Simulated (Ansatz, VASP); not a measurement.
Ta in VASP and in Ansatz

```
CELL_PARAMETERS angstrom
0.00000 2.68352 2.68352
2.68352 0.00000 2.68352
2.68352 2.68352 0.00000
ATOMIC_POSITIONS crystal
Ta 0.87500 0.87500 0.87500
Ta 0.12500 0.12500 0.12500
```

Change from the starting cell: volume scaled by 0.68, LAPW.

Alike in both runs: task single point; functional PBE; k mesh 12 × 12 × 12; occupations fermi-dirac, width 0.08 eV; no spin polarisation.

|  | VASP | Ansatz |
| --- | --- | --- |
| version | VASP 6.6.1 | Ansatz 0.2.0 |
| potentials or method | VASP PAW PBE potentials, release 64 (Ta_pv), cutoff 520 eV | all-electron LAPW, scalar-relativistic |

```tsv
	VASP	Ansatz	Ansatz less VASP
pressure (GPa)	54.0	52.0	-1.96
```

Both programs put the cell under a high pressure, so it lies far from rest at this level. Ansatz ran all-electron here, and VASP with PAW potentials.

Spin-orbit coupling is off throughout.
